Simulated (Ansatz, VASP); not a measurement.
O: VASP beside Ansatz

Contents of INCAR:

```
PREC = Accurate
ENCUT = 520
EDIFF = 1E-7
ISMEAR = -1
SIGMA = 0.02
LREAL = False
LASPH = True
NELM = 100
ALGO = Normal
ISIF = 2
LWAVE = False
LCHARG = False
GGA = CA
NBANDS = 13
```

File KPOINTS:

```
regular mesh
0
Gamma
  10 10 10
```

POSCAR

```
O
1.0
    1.4233490221      0.8217709410      3.4083000000
   -1.4233490221      0.8217709410      3.4083000000
    0.0000000000     -1.6435418821      3.4083000000
O
2
Direct
    0.0577000000      0.0577000000      0.0577000000
    0.9423000000      0.9423000000      0.9423000000
```

Input for Ansatz:

```yaml
crystal:
  lattice:
    - [1.4233490221, 0.821770941, 3.4083]
    - [-1.4233490221, 0.821770941, 3.4083]
    - [0.0, -1.6435418821, 3.4083]
  atoms:
    - { symbol: O, position: [0.0577, 0.0577, 0.0577] }
    - { symbol: O, position: [0.9423, 0.9423, 0.9423] }
kpoints:
  mp_grid: { grid: [10, 10, 10] }
  band_path:
    path:
      - [0.0, 0.0, 0.0]
      - [0.5, 0.5, 0.5]
      - [0.7945777149, 0.2054222851, 0.5]
      - [0.5, -0.2054222851, 0.2054222851]
      - [0.5, 0.0, 0.0]
      - [0.0, 0.0, 0.0]
      - [0.3527111426, -0.3527111426, 0.0]
      - [0.6472888574, 0.0, 0.3527111426]
      - [0.5, 0.0, 0.5]
    npoints: 5
scf:
  occupations: { method: fermi_dirac, width: 0.02 }
hamiltonian:
  xc: lda
  pseudopotentials: { kind: all_electron, lapw: { basis_error: 0.0005 } }
output:
  forces: true
  stress: true
  eigenvalues: true
```

Alike in both runs: task single point; functional LDA; k mesh 10 × 10 × 10; occupations fermi-dirac, width 0.02 eV; no spin polarisation.

```csv
,VASP,Ansatz
version,VASP 6.6.1,Ansatz 0.2.0
potentials or method,"VASP PAW LDA potentials, release 64 (O), cutoff 520 eV","all-electron LAPW, scalar-relativistic"
```

```tsv
	VASP	Ansatz	Ansatz less VASP
pressure (GPa)	1.5	-2.8	-4.33
traceless stress, the component that is largest in VASP (GPa)	27.56	18.22	-9.334
rms of the force components (eV/Å)	2.035	0.997	-1.0373
```

LDA's correlation is that of Perdew and Zunger in VASP and of Perdew and Wang (1992) in Ansatz. Atom by atom the forces differ by 1.037 eV/Å (rms over components). Ansatz ran all-electron here, and VASP with PAW potentials.

Noted on VASP's run: the standard files for N, O and F lose accuracy on very short bonds; spin is off for a triplet molecule.
